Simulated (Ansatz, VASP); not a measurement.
## Ru: VASP and Ansatz over several settings

```
Ru
1.0
     2.66923    0.00000    0.00000
    -1.33462    2.31162    0.00000
     0.00000    0.00000    4.22403
Ru
2
Direct
  0.66667 0.33333 0.75000
  0.33333 0.66667 0.25000
```

Single points on this cell with VASP 6.6.1 and Ansatz 0.2.0. Each row is one pair of runs. Alike in all rows: smearing: fermi-dirac, width 0.05 eV.

```csv
level,spin,k mesh,"VASP's potentials, cutoff","Ansatz's potentials, cutoff","gap on the k mesh at the Fermi level (eV), VASP","gap on the k mesh at the Fermi level (eV), Ansatz","pressure (GPa), VASP","pressure (GPa), Ansatz"
r2SCANh,off,6 × 6 × 3,"VASP PAW PBE potentials, release 64 (Ru_pv), 520 eV","Ansatz PAW, 500 eV",none,none,10.4,8.7
BHLYP,off,6 × 6 × 3,"VASP PAW PBE potentials, release 64 (Ru_pv), 520 eV","Ansatz PAW, 420 eV",none,none,8.4,7.3
PBE-based screened hybrid,off,6 × 6 × 3,"VASP PAW PBE potentials, release 64 (Ru_pv), 520 eV","Ansatz PAW, 420 eV",?,none,?,6.7
LDA,"non-collinear, zero start, SOC",11 × 11 × 6,"VASP PAW LDA potentials, release 64 (Ru_pv), 520 eV","Ansatz PAW, 420 eV",-,-,2.9,1.7
r2SCAN,off,11 × 11 × 6,"VASP PAW PBE potentials, release 64 (Ru_pv), 520 eV","Ansatz PAW, 500 eV",none,none,14.6,12.8
```

Fill in what VASP gave in row 3.

gap on the k mesh at the Fermi level (eV): none; pressure (GPa): 7.5.

VASP's potentials hold 28 valence electrons a cell and Ansatz's 32, so a difference there can come from the potentials and not from the codes.

A gap of «none» marks a metal or a gap that the smearing closes.

The k mesh is coarse in some rows, so the values compare programs but aren't converged.
